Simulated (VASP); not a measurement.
# TaAs (I4_1md) in VASP: notebook

Runs on TaAs. Level: PBE. Tasks: single point.

All numbers are computed with VASP 6.6.1; they aren't measurements. Logs are shortened: lines on timing, memory, paths and dates and some standing lists are left out, and cuts for length are marked.

## Step 1: The cell of the first run

The structure is tetragonal, space group I4_1md (No. 109). Conventional cell: a = 3.397 Å, b = 3.397 Å, c = 11.577 Å, α = 90.00°, β = 90.00°, γ = 90.00°. Within 3.4 Å of Ta (site symmetry 2mm) lie 6 As at 2.58 to 2.59 Å and 8 Ta at 3.36 to 3.40 Å. Within 3.4 Å of As (site symmetry 2mm) lie 6 Ta at 2.58 to 2.59 Å and 8 As at 3.36 to 3.40 Å.

## Step 2: Single point, PBE (16.70 Å³/atom)

INCAR reads:

```
SYSTEM = TaAs
PREC = Accurate
ENCUT = 520
EDIFF = 1E-7
ISMEAR = -1
SIGMA = 0.05
LREAL = .FALSE.
LASPH = .TRUE.
NELM = 100
ALGO = Normal
ISIF = 2
LWAVE = .FALSE.
LCHARG = .FALSE.
GGA = PE
NBANDS = 24
```

KPOINTS reads:

```
Automatic mesh
0
G
  11 11 11
  0 0 0
```

POSCAR reads:

```
TaAs
1.0
   -1.6985427614      1.6985427614      5.7886353071
    1.6985427614     -1.6985427614      5.7886353071
    1.6985427614      1.6985427614     -5.7886353071
Ta As
2 2
Direct
    0.4999673000      0.4999673000      0.0000000000
    0.2499673000      0.7499673000      0.5000000000
    0.0826321200      0.0826321200      0.0000000000
    0.8326321200      0.3326321200      0.5000000000
```

Potentials or basis: VASP PAW PBE potentials, release 64 (Ta_pv, As).

Started as:

```
$ cat potpaw_PBE.64/Ta_pv/POTCAR potpaw_PBE.64/As/POTCAR > POTCAR
$ mpirun -np 1 vasp_std > vasp.out
```

OUTCAR:

```text
SYSTEM = TaAs
   PREC = Accurate
   ENCUT = 520
   EDIFF = 1E-7
   ISMEAR = -1
   LREAL = .FALSE.
   LASPH = .TRUE.
   NELM = 100
   ISIF = 2
   GGA = PE

 ion  position               nearest neighbor table
   1  0.500  0.500  0.000-   4 2.58   4 2.58   3 2.59   3 2.59   3 2.59   3 2.59   2 3.36   2 3.36
                             2 3.36   2 3.36
   2  0.250  0.750  0.500-   3 2.58   3 2.58   4 2.59   4 2.59   4 2.59   4 2.59   1 3.36   1 3.36
                             1 3.36   1 3.36
   3  0.083  0.083  0.000-   2 2.58   2 2.58   1 2.59   1 2.59   1 2.59   1 2.59
   4  0.833  0.333  0.500-   1 2.58   1 2.58   2 2.59   2 2.59   2 2.59   2 2.59

  LATTYP: Found a body centered tetragonal cell.
 ALAT       =     3.3970855228
 C/A-ratio  =     3.4080009280

  Lattice vectors:

 A1 = (  -1.6985427614,   1.6985427614,   5.7886353071)
 A2 = (   1.6985427614,  -1.6985427614,   5.7886353071)
 A3 = (   1.6985427614,   1.6985427614,  -5.7886353071)

Analysis of symmetry for initial positions (statically):
=====================================================================
 Subroutine PRICEL returns:
 Original cell was already a primitive cell.

 Routine SETGRP: Setting up the symmetry group for a
 body centered tetragonal supercell.

 Subroutine GETGRP returns: Found  8 space group operations
 (whereof  4 operations were pure point group operations)
 out of a pool of 16 trial point group operations.

The static configuration has the point symmetry C_2v.
 The point group associated with its full space group is C_4v.

Analysis of symmetry for dynamics (positions and initial velocities):
=====================================================================
 Subroutine PRICEL returns:
 Original cell was already a primitive cell.

 Routine SETGRP: Setting up the symmetry group for a
 body centered tetragonal supercell.

 Subroutine GETGRP returns: Found  8 space group operations
 (whereof  4 operations were pure point group operations)
 out of a pool of 16 trial point group operations.

The dynamic configuration has the point symmetry C_2v.
 The point group associated with its full space group is C_4v.

 Subroutine INISYM returns: Found  8 space group operations
 (whereof  4 operations are pure point group operations),
 and found     1 'primitive' translations

----------------------------------------------------------------------------------------

                                     Primitive cell

  volume of cell :      66.8020

  direct lattice vectors                    reciprocal lattice vectors
    -1.698542761  1.698542761  5.788635307     0.000000000  0.294369981  0.086376145
     1.698542761 -1.698542761  5.788635307     0.294369981  0.000000000  0.086376145
     1.698542761  1.698542761 -5.788635307     0.294369981  0.294369981  0.000000000

  length of vectors
     6.267247701  6.267247701  6.267247701     0.306780905  0.306780905  0.416302019

  position of ions in fractional coordinates (direct lattice)
     0.499967300  0.499967300  0.000000000
     0.249967300  0.749967300  0.500000000
     0.082632120  0.082632120  0.000000000
     0.832632120  0.332632120  0.500000000

  ion indices of the primitive-cell ions
   primitive index   ion index
                 1           1
                 2           2
                 3           3
                 4           4

----------------------------------------------------------------------------------------

 KPOINTS: Automatic mesh

Automatic generation of k-mesh.
 Grid dimensions read from file:
 generate k-points for:   11   11   11

 Generating k-lattice:

  Cartesian coordinates                     Fractional coordinates (reciprocal lattice)
     0.000000000  0.026760907  0.007852377     0.090909091  0.000000000 -0.000000000
     0.026760907  0.000000000  0.007852377     0.000000000  0.090909091 -0.000000000
     0.026760907  0.026760907  0.000000000     0.000000000  0.000000000  0.090909091

  Length of vectors
     0.027889173  0.027889173  0.037845638

  Shift w.r.t. Gamma in fractional coordinates (k-lattice)
     0.000000000  0.000000000  0.000000000

 Subroutine IBZKPT returns following result:
 ===========================================

 Found    126 irreducible k-points:

 Following reciprocal coordinates:
            Coordinates               Weight
  0.000000  0.000000  0.000000      1.000000
  0.090909  0.000000 -0.000000      8.000000
  0.181818  0.000000  0.000000      8.000000
  0.272727  0.000000 -0.000000      8.000000
  0.363636  0.000000  0.000000      8.000000
  0.454545 -0.000000  0.000000      8.000000
[... 16 lines left out ...]
 -0.272727  0.181818  0.000000     16.000000
 -0.181818  0.181818  0.000000      4.000000
 [... further k-points ...]
   k-points           NKPTS =    126   k-points in BZ     NKDIM =    126   number of bands    NBANDS=     24
   number of dos      NEDOS =    301   number of ions     NIONS =      4
   total plane-waves  NPLWV = 110592
   dimension x,y,z NGX =    48 NGY =   48 NGZ =   48
   dimension x,y,z NGXF=    96 NGYF=   96 NGZF=   96
   ions per type =               2   2
   NGX,Y,Z   is equivalent  to a cutoff of  12.73, 12.73, 12.73 a.u.
   NGXF,Y,Z  is equivalent  to a cutoff of  25.47, 25.47, 25.47 a.u.
 SYSTEM =  TaAs
   PREC   = accura    normal or accurate (medium, high low for compatibility)
   ISTART =      0    job   : 0-new  1-cont  2-samecut
   ICHARG =      2    charge: 1-file 2-atom 10-const
   ISPIN  =      1    spin polarized calculation?
   LNONCOLLINEAR =      F non collinear calculations
   LSORBIT =      F    spin-orbit coupling
   LASPH  =      T    aspherical Exc in radial PAW
   ENCUT  =  520.0 eV  38.22 Ry    6.18 a.u.  11.65 11.65 11.65*2*pi/ulx,y,z
   NELM   =    100;   NELMIN=  2; NELMDL= -5     # of ELM steps
   EDIFF  = 0.1E-06   stopping-criterion for ELM
   LREAL  =      F    real-space projection
   EDIFFG = 0.1E-05   stopping-criterion for IOM
   NSW    =      0    number of steps for IOM
   IBRION =     -1    ionic relax: 0-MD 1-quasi-New 2-CG
   NFREE  =      0    steps in history (QN), initial steepest desc. (CG)
   ISIF   =      2    stress and relaxation
   ISYM   =      2    0-nonsym 1-usesym 2-fastsym
   POTIM  = 0.5000    time-step for ionic-motion
   TEBEG  =    0.0;   TEEND  =   0.0 temperature during run
   PSTRESS=    0.0 pullay stress
   NELECT =      32.0000    total number of electrons
   NUPDOWN=      -1.0000    fix difference up-down
   EMIN   =  10.00;   EMAX   =-10.00  energy-range for DOS
   EFERMI =   0.00;   METHOD = LEGACY
   ISMEAR =    -1;   SIGMA  =   0.05  broadening in eV -4-tet -1-fermi 0-gaus
   EFERMI_NEDOS =   21; number of points for ismear=-14 and -15
   IALGO  =     38    algorithm
   IMIX   =      4    mixing-type and parameters
     AMIX     =   0.40;   BMIX     =  1.00
     AMIX_MAG =   1.60;   BMIX_MAG =  1.00
  volume/ion in A,a.u.               =      16.70       112.70
  Fermi-wavevector in a.u.,A,eV,Ry     =   1.280939  2.420624 22.324503  1.640805
  Thomas-Fermi vector in A             =   2.413338
   LORBIT       =      0    0 simple, 1 ext, 2 COOP (PROOUT), +10 PAW based schemes
   GGA     = PE    functional components
   LHFCALC =     F    Hartree Fock is set to
   AEXX    =    0.0000 exact exchange contribution
   IVDW    =     0    specifies the selected vdW correction
   LEPSILON=     F    determine dielectric tensor
   LRPA    =     F    only Hartree local field effects (RPA)
 non-spin polarized calculation
  energy-cutoff  :      520.00
  volume of cell :       66.80
 maximum number of plane-waves:      1815
   NGX = 23   NGY = 23   NGZ = 23

 number of electron      32.0000000 magnetization

 Free energy of the ion-electron system (eV)
  ---------------------------------------------------
  ext. energy  EPLUGINS =         0.00000000
  ---------------------------------------------------
  free energy    TOTEN  =       -34.99047484 eV

  energy without entropy =      -34.98595200  energy(sigma->0) =      -34.98821342

 E-fermi :   7.3779     XC(G=0): -12.1084

 val. band max:        7.3248471723   @ k =  -0.0909  -0.4545   0.0909
 cond. band min:       7.3986565973   @ k =  -0.1818  -0.4545   0.1818
 fundamental gap:      0.0738094250
 Fermi energy:         7.3778513344

 k-point     1 :       0.0000    0.0000    0.0000
  band No.  band energies     occupation
      1     -27.5348      2.00000
      2     -27.4600      2.00000
      3     -27.4600      2.00000
      4     -27.3012      2.00000
      5     -27.3012      2.00000
      6     -27.2550      2.00000
[... 16 lines left out ...]
     23      11.6848      0.00000
     24      11.6848      0.00000

 k-point     2 :       0.0909    0.0000   -0.0000
  band No.  band energies     occupation
      1     -27.5304      2.00000
      2     -27.4744      2.00000
      3     -27.4586      2.00000
      4     -27.3163      2.00000
      5     -27.2995      2.00000
      6     -27.2561      2.00000
[... 16 lines left out ...]
     23      11.3999      0.00000
     24      12.1009      0.00000

 k-point     3 :       0.1818    0.0000    0.0000
  band No.  band energies     occupation
      1     -27.5339      2.00000
      2     -27.4969      2.00000
      3     -27.4548      2.00000
      4     -27.3542      2.00000
      5     -27.2948      2.00000
      6     -27.2617      2.00000
[... 16 lines left out ...]
     23      11.8714      0.00000
     24      13.0199      0.00000
[... 514 lines left out ...]
 k-point    23 :      -0.2727    0.1818    0.0000
  band No.  band energies     occupation
      1     -27.5725      2.00000
      2     -27.5139      2.00000
      3     -27.4665      2.00000
      4     -27.3946      2.00000
      5     -27.3402      2.00000
      6     -27.2635      2.00000
[... 16 lines left out ...]
     23      12.1027      0.00000
     24      13.5813      0.00000

 k-point    24 :      -0.1818    0.1818    0.0000
  band No.  band energies     occupation
      1     -27.5299      2.00000
      2     -27.5148      2.00000
      3     -27.4784      2.00000
      4     -27.3535      2.00000
      5     -27.3421      2.00000
      6     -27.2572      2.00000
[... 16 lines left out ...]
     23      11.6625      0.00000
     24      13.0901      0.00000

 [... further k-points ...]

------------------------ aborting loop because EDIFF is reached ----------------------------------------

  FORCE on cell =-STRESS in cart. coord.  units (eV):
  Direction    XX          YY          ZZ          XY          YZ          ZX
  --------------------------------------------------------------------------------------
  -------------------------------------------------------------------------------------
  Total        4.9317563      4.9317563      3.9464042      0.0000000      0.0000000      0.0000000
  in kB      118.2831920    118.2831920     94.6505188      0.0000000      0.0000000      0.0000000
  external PRESSURE =     110.4056343 kB  Pullay stress =       0.0000000 kB

 VOLUME and BASIS-vectors are now :
 -----------------------------------------------------------------------------
  energy-cutoff  :      520.00
  volume of cell :       66.80
      direct lattice vectors                 reciprocal lattice vectors
    -1.698542761  1.698542761  5.788635307     0.000000000  0.294369981  0.086376145
     1.698542761 -1.698542761  5.788635307     0.294369981  0.000000000  0.086376145
     1.698542761  1.698542761 -5.788635307     0.294369981  0.294369981  0.000000000

 POSITION                                       TOTAL-FORCE (eV/Angst)
 -----------------------------------------------------------------------------------
      0.00000      0.00000      5.78826        -0.000000     -0.000000      0.049111
      1.69854     -0.00000      2.89394         0.000000      0.000000      0.049111
      0.00000      0.00000      0.95665        -0.000000     -0.000000     -0.049111
      0.00000      1.69854      3.85097        -0.000000     -0.000000     -0.049111
 -----------------------------------------------------------------------------------
    total drift:                                0.000000      0.000000      0.000357

  FREE ENERGIE OF THE ION-ELECTRON SYSTEM (eV)
  ---------------------------------------------------
  free  energy   TOTEN  =       -34.9904748383 eV

  energy  without entropy=      -34.9859519994  energy(sigma->0) =      -34.98821342
```

It took 2.7 min on 1 thread of Intel Xeon 6975P-C (Granite Rapids), shared host; peak memory 0.43 GiB.

What came out:

- Free energy: -34.9905 eV
- Pressure: 11.0 GPa
- Largest force: 0.049 eV/Å
- Band gap on the k mesh: zero (filled and empty bands touch)

Forces in eV/Å, atoms in the order of the input:
```
Ta   0.000  0.000  0.049
Ta   0.000  0.000  0.049
As   0.000  0.000 -0.049
As   0.000  0.000 -0.049
```

Stress tensor (GPa, compression positive):
```
11.83  0.00  0.00
 0.00 11.83  0.00
 0.00  0.00  9.47
```

Caveat: the cell stands under pressure; spin-orbit coupling is left out, which moves the levels of the heavy elements.

## Step 3: Single point, PBE (17.05 Å³/atom)

This run uses another cell than the first one, of 17.05 Å³/atom.

INCAR reads:

```
PREC = Accurate
ENCUT = 520
EDIFF = 1E-6
ISMEAR = -1
SIGMA = 0.05
LREAL = False
LASPH = True
NELM = 60
ALGO = Normal
ISIF = 2
LWAVE = False
LCHARG = False
GGA = PE
NBANDS = 24
```

KPOINTS reads:

```
regular mesh
0
Gamma
  11 11 11
```

POSCAR reads:

```
TaAs
1.0
   -1.7102572196      1.7102572196      5.8285581915
    1.7102572196     -1.7102572196      5.8285581915
    1.7102572196      1.7102572196     -5.8285581915
Ta As
2 2
Direct
    0.4999673000      0.4999673000      0.0000000000
    0.2499673000      0.7499673000      0.5000000000
    0.0826321200      0.0826321200      0.0000000000
    0.8326321200      0.3326321200      0.5000000000
```

Potentials or basis: VASP PAW PBE potentials, release 64 (Ta_pv, As).

Started as:

```
$ cat potpaw_PBE.64/Ta_pv/POTCAR potpaw_PBE.64/As/POTCAR > POTCAR
$ mpirun -np 1 vasp_std > vasp.out
```

Run time: 2.8 min. Hardware: 1 thread of Intel Xeon 6975P-C (Granite Rapids), shared host; peak memory 0.44 GiB.

The run converged. Its results:

```
Free energy            : -35.0670 eV
Pressure               : 6.6 GPa
Largest force          : 0.038 eV/Å
Band gap on the k mesh : 0.01 eV (least direct gap 0.03 eV)
```

Forces on the atoms (eV/Å):
```
Ta   0.000  0.000  0.038
Ta   0.000  0.000  0.038
As   0.000  0.000 -0.038
As   0.000  0.000 -0.038
```

Stress tensor (GPa, compression positive):
```
7.16 0.00 0.00
0.00 7.16 0.00
0.00 0.00 5.46
```

Levels at points of the mesh, in eV from the valence-band top:
| k point | band 14 | band 15 | band 16 | band 17 | band 18 | band 19 |
| --- | --- | --- | --- | --- | --- | --- |
| (0.00, 0.00, 0.00) | -2.02 | -1.66 | -1.66 | 0.93 | 1.61 | 2.37 |

Caveat: the cell stands under pressure; the smearing spreads over this small gap; spin-orbit coupling is left out, which moves the levels of the heavy elements. A k mesh can miss the band edges.

The gap in the log of VASP goes by the Fermi energy; the results here count the filled bands.